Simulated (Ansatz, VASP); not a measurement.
# Cu: VASP beside Ansatz

File INCAR:

```
SYSTEM = Cu
  ALGO = Fast
  EDIFF = 1E-6
  ENCUT = 520
  GGA = PS
  ISIF = 2
  ISMEAR = 0
  LASPH = .True.
  LCHARG = .False.
  LREAL = .False.
  LWAVE = .False.
  NBANDS = 12
  NELM = 100
  PREC = Accurate
  SIGMA = 0.15
```

File KPOINTS:

```
k-points
0
Gamma
  32 32 32
  0 0 0
```

POSCAR

```
Cu
1.0
    0.0000000000      1.6324882053      2.1222346668
    1.6324882053      0.0000000000      2.1222346668
    1.6324882053      1.6324882053      0.0000000000
Cu
1
Direct
    0.0000000000      0.0000000000      0.0000000000
```

Input for Ansatz:

```yaml
crystal:
  lattice:
    - [0.0, 1.6324882053, 2.1222346668]
    - [1.6324882053, 0.0, 2.1222346668]
    - [1.6324882053, 1.6324882053, 0.0]
  atoms:
    - { symbol: Cu, position: [0.0, 0.0, 0.0] }
basis:
  ecutwfc: 420
kpoints:
  mp_grid: { grid: [32, 32, 32] }
hamiltonian:
  xc: pbesol
scf:
  occupations: { method: gaussian, width: 0.15 }
output:
  forces: true
  stress: true
  eigenvalues: true
```

Alike in both runs: task single point; functional PBEsol; k mesh 32 × 32 × 32; occupations gaussian, width 0.15 eV; no spin polarisation.

```csv
,VASP,Ansatz
version,VASP 6.6.1,Ansatz 0.2.0
potentials or method,"VASP PAW PBE potentials, release 64 (Cu), cutoff 520 eV","scalar-relativistic, plane waves, PAW"
valence electrons in the cell,11,19
```

|  | VASP | Ansatz | Ansatz less VASP |
| --- | --- | --- | --- |
| gap on the k mesh at the Fermi level (eV) | none | none | - |
| pressure (GPa) | 6.7 | 6.0 | -0.67 |
| traceless stress, the component that is largest in VASP (GPa) | -23.27 | -23.40 | -0.129 |

VASP's potentials were made for PBE, not for PBEsol. A gap of «none» marks a metal or a gap that the smearing closes. VASP's potentials hold 11 valence electrons a cell and Ansatz's 19, so a difference there can come from the potentials and not from the codes.
